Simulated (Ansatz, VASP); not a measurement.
## Nb: VASP beside Ansatz

Contents of INCAR:

```
SYSTEM = Nb
PREC = Accurate
ENCUT = 520
EDIFF = 1E-7
ISMEAR = -1
SIGMA = 0.1
LREAL = .FALSE.
LASPH = .TRUE.
NELM = 60
ALGO = Normal
ISIF = 2
LWAVE = .FALSE.
LCHARG = .FALSE.
GGA = CA
NBANDS = 12
```

File KPOINTS:

```
Automatic mesh
0
G
  8 8 8
  0 0 0
```

POSCAR

```
Nb
1.0
   -1.6231103068      1.6231103068      1.6231103068
    1.6231103068     -1.6231103068      1.6231103068
    1.6231103068      1.6231103068     -1.6231103068
Nb
1
Direct
    0.0000000000      0.0000000000      0.0000000000
```

Input for Ansatz:

```yaml
crystal:
  lattice:
    - [-1.6231103068, 1.6231103068, 1.6231103068]
    - [1.6231103068, -1.6231103068, 1.6231103068]
    - [1.6231103068, 1.6231103068, -1.6231103068]
  atoms:
    - { symbol: Nb, position: [0.0, 0.0, 0.0] }
hamiltonian:
  xc: lda
  pseudopotentials:
    kind: paw
    azcp:
      Nb: "pseudopotentials/Nb.paw.azcp"
basis:
  ecutwfc: 420
  fft_grid_basis: typed
kpoints:
  mp_grid: { grid: [8, 8, 8], shift: [0, 0, 0] }
magnetization:
  spin_polarized: false
scf:
  occupations: { method: fermi_dirac, width: 0.1 }
  lower_state_search: "off"
output:
  stress: true
```

Alike in both runs: task single point; functional LDA; k mesh 8 × 8 × 8; occupations fermi-dirac, width 0.1 eV; no spin polarisation.

|  | VASP | Ansatz |
| --- | --- | --- |
| version | VASP 6.6.1 | Ansatz 0.2.0 |
| potentials or method | VASP PAW LDA potentials, release 64 (Nb_sv), cutoff 520 eV | plane waves (420 eV) with PAW, scalar-relativistic |
| valence electrons in the cell | 13 | 13 |

```csv
,VASP,Ansatz,Ansatz less VASP
pressure (GPa),1.1,1.2,+0.16
```

Ansatz warns that its potentials were made for another functional, while VASP's fit it. LDA's correlation is that of Perdew and Zunger in VASP and of Perdew and Wang (1992) in Ansatz.
